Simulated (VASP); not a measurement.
# BaTiO3 (P4mm) in VASP: single point with r2SCAN

Aim: the single point of BaTiO3 with r2SCAN.

Everything below comes from runs of VASP 6.6.1. Logs are shortened: lines on timing, memory, paths and dates and some standing lists are left out, and cuts for length are marked.

### 1 The cell of the first run

It takes space group P4mm (No. 99, tetragonal). Conventional cell: a = 4.039 Å, b = 4.039 Å, c = 4.073 Å, α = 90.00°, β = 90.00°, γ = 90.00°. Ti (site symmetry 4mm) has 6 O at 1.91 to 2.17 Å within 2.5 Å. O (site symmetry 2mm) has 2 Ti at 2.02 Å and 4 Ba at 2.81 to 2.93 Å and 8 O at 2.86 to 2.87 Å within 3.0 Å. O (site symmetry 4mm) has 2 Ti at 1.91 to 2.17 Å within 2.5 Å. Within 3.7 Å of Ba (site symmetry 4mm) lie 12 O at 2.81 to 2.93 Å and 8 Ti at 3.48 to 3.53 Å.

### 2 Single point, r2SCAN

The input, POSCAR:

```
BaTiO3
1.0
    4.0390928100      0.0000000000      0.0000000000
    0.0000000000      4.0390928100      0.0000000000
    0.0000000000      0.0000000000      4.0729922500
Ti O Ba
1 3 1
Direct
    0.5000000000      0.5000000000      0.5100000000
    0.5000000000      0.0000000000      0.4790000000
    0.0000000000      0.5000000000      0.4790000000
    0.5000000000      0.5000000000      0.9780000000
    0.0000000000      0.0000000000      0.0000000000
```

The input, INCAR.step1:

```
PREC = Accurate ; ENCUT = 520
ISMEAR = 0 ; SIGMA = 0.1007
LREAL = F ; LASPH = T
NELM = 60 ; NBANDS = 28
GGA = PE ; ALGO = Normal
EDIFF = 1E-4 ; LWAVE = T
LCHARG = F
```

The input, INCAR.step2:

```
PREC = Accurate ; ENCUT = 520
EDIFF = 1E-6 ; ISMEAR = 0
SIGMA = 0.1007 ; LREAL = F
LASPH = T ; NELM = 60
ALGO = Normal ; ISIF = 2
LWAVE = F ; LCHARG = F
METAGGA = R2SCAN ; LMIXTAU = T
NBANDS = 28 ; ISTART = 1
```

The input, KPOINTS:

```
regular mesh
0
Gamma
  6 6 6
```

Potentials or basis: VASP PAW PBE potentials, release 64 (Ti_sv, O, Ba_sv).

On the command line:

```sh
$ cat potpaw_PBE.64/Ti_sv/POTCAR potpaw_PBE.64/O/POTCAR potpaw_PBE.64/Ba_sv/POTCAR > POTCAR
$ cp INCAR.step1 INCAR
$ mpirun -np 1 vasp_std > vasp.out
$ cp INCAR.step2 INCAR
$ mpirun -np 1 vasp_std > vasp.out
```

OUTCAR:

```text
PREC = Accurate
   ENCUT = 520
   EDIFF = 1E-6
   ISMEAR = 0
   LREAL = F
   LASPH = T
   NELM = 60
   ISIF = 2
   METAGGA = R2SCAN
   ISTART = 1

 ion  position               nearest neighbor table
   1  0.500  0.500  0.510-   4 1.91   3 2.02   2 2.02   2 2.02   3 2.02   4 2.17   5 3.48   5 3.48
                             5 3.48   5 3.48   5 3.53   5 3.53   5 3.53   5 3.53
   2  0.500  0.000  0.479-   1 2.02   1 2.02   5 2.81   5 2.81   5 2.93   5 2.93
   3  0.000  0.500  0.479-   1 2.02   1 2.02   5 2.81   5 2.81   5 2.93   5 2.93
   4  0.500  0.500  0.978-   1 1.91   1 2.17   5 2.86   5 2.86   5 2.86   5 2.86
   5  0.000  0.000  0.000-   2 2.81   3 2.81   3 2.81   2 2.81   4 2.86   4 2.86   4 2.86   4 2.86
                             2 2.93   3 2.93   2 2.93   3 2.93   1 3.48   1 3.48   1 3.48   1 3.48

  LATTYP: Found a simple tetragonal cell.
 ALAT       =     4.0390928100
 C/A-ratio  =     1.0083928351

  Lattice vectors:

 A1 = (   4.0390928100,   0.0000000000,   0.0000000000)
 A2 = (   0.0000000000,   4.0390928100,   0.0000000000)
 A3 = (   0.0000000000,   0.0000000000,   4.0729922500)

Analysis of symmetry for initial positions (statically):
=====================================================================
 Subroutine PRICEL returns:
 Original cell was already a primitive cell.

 Routine SETGRP: Setting up the symmetry group for a
 simple tetragonal supercell.

 Subroutine GETGRP returns: Found  8 space group operations
 (whereof  8 operations were pure point group operations)
 out of a pool of 16 trial point group operations.

The static configuration has the point symmetry C_4v.

Analysis of symmetry for dynamics (positions and initial velocities):
=====================================================================
 Subroutine PRICEL returns:
 Original cell was already a primitive cell.

 Routine SETGRP: Setting up the symmetry group for a
 simple tetragonal supercell.

 Subroutine GETGRP returns: Found  8 space group operations
 (whereof  8 operations were pure point group operations)
 out of a pool of 16 trial point group operations.

The dynamic configuration has the point symmetry C_4v.

 Subroutine INISYM returns: Found  8 space group operations
 (whereof  8 operations are pure point group operations),
 and found     1 'primitive' translations

----------------------------------------------------------------------------------------

                                     Primitive cell

  volume of cell :      66.4479

  direct lattice vectors                    reciprocal lattice vectors
     4.039092810  0.000000000  0.000000000     0.247580347  0.000000000  0.000000000
     0.000000000  4.039092810  0.000000000     0.000000000  0.247580347  0.000000000
     0.000000000  0.000000000  4.072992250     0.000000000  0.000000000  0.245519740

  length of vectors
     4.039092810  4.039092810  4.072992250     0.247580347  0.247580347  0.245519740

  position of ions in fractional coordinates (direct lattice)
     0.500000000  0.500000000  0.510000000
     0.500000000  0.000000000  0.479000000
     0.000000000  0.500000000  0.479000000
     0.500000000  0.500000000  0.978000000
     0.000000000  0.000000000  0.000000000

  ion indices of the primitive-cell ions
   primitive index   ion index
                 1           1
                 2           2
                 3           3
                 4           4
                 5           5

----------------------------------------------------------------------------------------

 KPOINTS: regular mesh

Automatic generation of k-mesh.
 Grid dimensions read from file:
 generate k-points for:    6    6    6

 Generating k-lattice:

  Cartesian coordinates                     Fractional coordinates (reciprocal lattice)
     0.041263391  0.000000000  0.000000000     0.166666667  0.000000000  0.000000000
     0.000000000  0.041263391  0.000000000     0.000000000  0.166666667  0.000000000
     0.000000000  0.000000000  0.040919957     0.000000000  0.000000000  0.166666667

  Length of vectors
     0.041263391  0.041263391  0.040919957

  Shift w.r.t. Gamma in fractional coordinates (k-lattice)
     0.000000000  0.000000000  0.000000000

 Subroutine IBZKPT returns following result:
 ===========================================

 Found     40 irreducible k-points:

 Following reciprocal coordinates:
            Coordinates               Weight
  0.000000  0.000000  0.000000      1.000000
  0.166667  0.000000  0.000000      4.000000
  0.333333  0.000000  0.000000      4.000000
  0.500000  0.000000  0.000000      2.000000
  0.166667  0.166667  0.000000      4.000000
  0.333333  0.166667  0.000000      8.000000
[... 16 lines left out ...]
  0.333333  0.000000  0.333333      8.000000
  0.500000  0.000000  0.333333      4.000000
 [... further k-points ...]
   k-points           NKPTS =     40   k-points in BZ     NKDIM =     40   number of bands    NBANDS=     28
   number of dos      NEDOS =    301   number of ions     NIONS =      5
   total plane-waves  NPLWV =  27000
   dimension x,y,z NGX =    30 NGY =   30 NGZ =   30
   dimension x,y,z NGXF=    60 NGYF=   60 NGZF=   60
   ions per type =               1   3   1
   NGX,Y,Z   is equivalent  to a cutoff of  12.35, 12.35, 12.24 a.u.
   NGXF,Y,Z  is equivalent  to a cutoff of  24.70, 24.70, 24.49 a.u.
 SYSTEM =  unknown system
   PREC   = accura    normal or accurate (medium, high low for compatibility)
   ISTART =      1    job   : 0-new  1-cont  2-samecut
   ICHARG =      0    charge: 1-file 2-atom 10-const
   ISPIN  =      1    spin polarized calculation?
   LNONCOLLINEAR =      F non collinear calculations
   LSORBIT =      F    spin-orbit coupling
   LASPH  =      T    aspherical Exc in radial PAW
   ENCUT  =  520.0 eV  38.22 Ry    6.18 a.u.   7.51  7.51  7.57*2*pi/ulx,y,z
   NELM   =     60;   NELMIN=  2; NELMDL=  0     # of ELM steps
   EDIFF  = 0.1E-05   stopping-criterion for ELM
   LREAL  =      F    real-space projection
   EDIFFG = 0.1E-04   stopping-criterion for IOM
   NSW    =      0    number of steps for IOM
   IBRION =     -1    ionic relax: 0-MD 1-quasi-New 2-CG
   NFREE  =      0    steps in history (QN), initial steepest desc. (CG)
   ISIF   =      2    stress and relaxation
   ISYM   =      2    0-nonsym 1-usesym 2-fastsym
   POTIM  = 0.5000    time-step for ionic-motion
   TEBEG  =    0.0;   TEEND  =   0.0 temperature during run
   PSTRESS=    0.0 pullay stress
   NELECT =      40.0000    total number of electrons
   NUPDOWN=      -1.0000    fix difference up-down
   EMIN   =  10.00;   EMAX   =-10.00  energy-range for DOS
   EFERMI =   0.00;   METHOD = LEGACY
   ISMEAR =     0;   SIGMA  =   0.10  broadening in eV -4-tet -1-fermi 0-gaus
   EFERMI_NEDOS =   21; number of points for ismear=-14 and -15
   IALGO  =     38    algorithm
   IMIX   =      4    mixing-type and parameters
     AMIX     =   0.40;   BMIX     =  1.00
     AMIX_MAG =   1.60;   BMIX_MAG =  1.00
  volume/ion in A,a.u.               =      13.29        89.68
  Fermi-wavevector in a.u.,A,eV,Ry     =   1.382296  2.612161 25.997230  1.910742
  Thomas-Fermi vector in A             =   2.507001
   LORBIT       =      0    0 simple, 1 ext, 2 COOP (PROOUT), +10 PAW based schemes
   METAGGA = R2SCAN    functional components
   LHFCALC =     F    Hartree Fock is set to
   AEXX    =    0.0000 exact exchange contribution
   IVDW    =     0    specifies the selected vdW correction
   LEPSILON=     F    determine dielectric tensor
   LRPA    =     F    only Hartree local field effects (RPA)
 non-spin polarized calculation
 Gauss-broadening in eV      SIGMA  =   0.10
  energy-cutoff  :      520.00
  volume of cell :       66.45
 maximum number of plane-waves:      1808
   NGX = 15   NGY = 15   NGZ = 15

 number of electron      39.9999983 magnetization

 Free energy of the ion-electron system (eV)
  ---------------------------------------------------
  ext. energy  EPLUGINS =         0.00000000
  ---------------------------------------------------
  free energy    TOTEN  =       -74.22494907 eV

  energy without entropy =      -74.22494907  energy(sigma->0) =      -74.22494907

 E-fermi :   3.8439     XC(G=0): -11.7121

 val. band max:        3.3040497562   @ k =   0.5000   0.5000   0.5000
 cond. band min:       5.3951740522   @ k =   0.0000   0.0000   0.0000
 fundamental gap:      2.0911242960
 Fermi energy:         3.8438893391

 k-point     1 :       0.0000    0.0000    0.0000
  band No.  band energies     occupation
      1     -55.6856      2.00000
      2     -30.8579      2.00000
      3     -30.8245      2.00000
      4     -30.8245      2.00000
      5     -22.3061      2.00000
      6     -14.5243      2.00000
[... 20 lines left out ...]
     27       8.8704      0.00000
     28      11.1239      0.00000

 k-point     2 :       0.1667    0.0000    0.0000
  band No.  band energies     occupation
      1     -55.6853      2.00000
      2     -30.8575      2.00000
      3     -30.8370      2.00000
      4     -30.8241      2.00000
      5     -22.2794      2.00000
      6     -14.5387      2.00000
[... 20 lines left out ...]
     27       9.3586      0.00000
     28      11.7628      0.00000

 k-point     3 :       0.3333    0.0000    0.0000
  band No.  band energies     occupation
      1     -55.6849      2.00000
      2     -30.8619      2.00000
      3     -30.8565      2.00000
      4     -30.8233      2.00000
      5     -22.2249      2.00000
      6     -14.6364      2.00000
[... 20 lines left out ...]
     27      10.5488      0.00000
     28      12.0693      0.00000

 k-point     4 :       0.5000    0.0000    0.0000
  band No.  band energies     occupation
      1     -55.6846      2.00000
      2     -30.8742      2.00000
      3     -30.8562      2.00000
      4     -30.8228      2.00000
      5     -22.1972      2.00000
      6     -14.7045      2.00000
[... 20 lines left out ...]
     27      11.3128      0.00000
     28      12.0074      0.00000

 k-point     5 :       0.1667    0.1667    0.0000
  band No.  band energies     occupation
      1     -55.6851      2.00000
      2     -30.8571      2.00000
      3     -30.8367      2.00000
      4     -30.8363      2.00000
      5     -22.2549      2.00000
      6     -14.5196      2.00000
[... 20 lines left out ...]
     27       9.7984      0.00000
     28      11.9902      0.00000

 k-point     6 :       0.3333    0.1667    0.0000
  band No.  band energies     occupation
      1     -55.6846      2.00000
      2     -30.8613      2.00000
      3     -30.8561      2.00000
      4     -30.8355      2.00000
      5     -22.2050      2.00000
      6     -14.5527      2.00000
[... 463 lines left out ...]
      5     -22.2301      2.00000
      6     -14.6037      2.00000
[... 20 lines left out ...]
     27      10.5522      0.00000
     28      12.0712      0.00000

 k-point    22 :       0.1667    0.0000    0.3333
  band No.  band energies     occupation
      1     -55.6847      2.00000
      2     -30.8915      2.00000
      3     -30.8357      2.00000
      4     -30.8230      2.00000
      5     -22.2101      2.00000
      6     -14.5155      2.00000
[... 20 lines left out ...]
     27      11.0399      0.00000
     28      12.4436      0.00000

 k-point    23 :       0.3333    0.0000    0.3333
  band No.  band energies     occupation
      1     -55.6842      2.00000
      2     -30.8903      2.00000
      3     -30.8601      2.00000
      4     -30.8221      2.00000
      5     -22.1692      2.00000
      6     -14.3704      2.00000
[... 20 lines left out ...]
     27      12.1009      0.00000
     28      12.4054      0.00000

 k-point    24 :       0.5000    0.0000    0.3333
  band No.  band energies     occupation
      1     -55.6840      2.00000
      2     -30.8897      2.00000
      3     -30.8723      2.00000
      4     -30.8217      2.00000
      5     -22.1485      2.00000
      6     -14.3316      2.00000
[... 20 lines left out ...]
     27      11.8841      0.00000
     28      13.1812      0.00000

 [... further k-points ...]

------------------------ aborting loop because EDIFF is reached ----------------------------------------

  FORCE on cell =-STRESS in cart. coord.  units (eV):
  Direction    XX          YY          ZZ          XY          YZ          ZX
  --------------------------------------------------------------------------------------
  -------------------------------------------------------------------------------------
  Total       -1.8515450     -1.8515450     -1.6320601      0.0000000      0.0000000      0.0000000
  in kB      -44.6440521    -44.6440521    -39.3518798      0.0000000      0.0000000      0.0000000
  external PRESSURE =     -42.8799947 kB  Pullay stress =       0.0000000 kB

 VOLUME and BASIS-vectors are now :
 -----------------------------------------------------------------------------
  energy-cutoff  :      520.00
  volume of cell :       66.45
      direct lattice vectors                 reciprocal lattice vectors
     4.039092810  0.000000000  0.000000000     0.247580347  0.000000000  0.000000000
     0.000000000  4.039092810  0.000000000     0.000000000  0.247580347  0.000000000
     0.000000000  0.000000000  4.072992250     0.000000000  0.000000000  0.245519740

 POSITION                                       TOTAL-FORCE (eV/Angst)
 -----------------------------------------------------------------------------------
      2.01955      2.01955      2.07723        -0.000000     -0.000000      0.236963
      2.01955      0.00000      1.95096        -0.000000     -0.000000      0.216524
      0.00000      2.01955      1.95096         0.000000     -0.000000      0.216524
      2.01955      2.01955      3.98339        -0.000000      0.000000     -0.582994
      0.00000      0.00000      0.00000        -0.000000     -0.000000     -0.087016
 -----------------------------------------------------------------------------------
    total drift:                                0.000000      0.000000     -0.008612

  FREE ENERGIE OF THE ION-ELECTRON SYSTEM (eV)
  ---------------------------------------------------
  free  energy   TOTEN  =       -74.2249490678 eV

  energy  without entropy=      -74.2249490678  energy(sigma->0) =      -74.22494907
```

Wall time 6 min (1 thread of Intel Xeon Platinum 8259CL at 2.50GHz (Skylake/Cascade Lake), shared host); peak memory 0.22 GiB.

Results:

| Item | Value |
| --- | --- |
| Free energy | -74.2249 eV |
| Pressure | -4.3 GPa |
| Largest force | 0.583 eV/Å |
| Band gap on the k mesh | 2.09 eV (least direct gap 2.44 eV) |

Forces on the atoms (eV/Å):
```
Ti   0.000  0.000  0.237
O    0.000  0.000  0.217
O    0.000  0.000  0.217
O    0.000  0.000 -0.583
Ba   0.000  0.000 -0.087
```

Stress tensor (GPa, compression positive):
```
-4.46  0.00  0.00
 0.00 -4.46  0.00
 0.00  0.00 -3.94
```

Levels at points of the mesh, in eV from the valence-band top:
```
           k point  band 16  band 17  band 18  band 19  band 20  band 21  band 22  band 23  band 24  band 25
(0.00, 0.00, 0.00)    -1.24    -1.14    -0.39    -0.34    -0.34     2.09     2.33     2.33     4.02     4.13
(0.50, 0.00, 0.00)    -1.88    -1.80    -1.69    -1.02    -0.91     2.44     3.68     3.72     4.09     5.91
(0.50, 0.50, 0.00)    -2.62    -1.85    -1.01    -1.01    -0.08     3.73     3.73     4.14     4.72     7.69
(0.00, 0.00, 0.50)    -1.91    -1.91    -1.88    -0.73    -0.73     2.23     3.74     3.74     4.02     6.05
(0.50, 0.00, 0.50)    -2.56    -1.79    -0.96    -0.93    -0.19     3.71     3.75     4.10     4.87     7.63
(0.50, 0.50, 0.50)    -2.48    -2.46    -0.11    -0.11     0.00     4.31     4.31     4.33     6.94     7.22
```

Caveat: the cell stands under tension; the PAW data sets were made with another functional, which shifts forces and pressure a little; spin-orbit coupling is left out, which moves the levels of the heavy elements. A k mesh can miss the band edges.
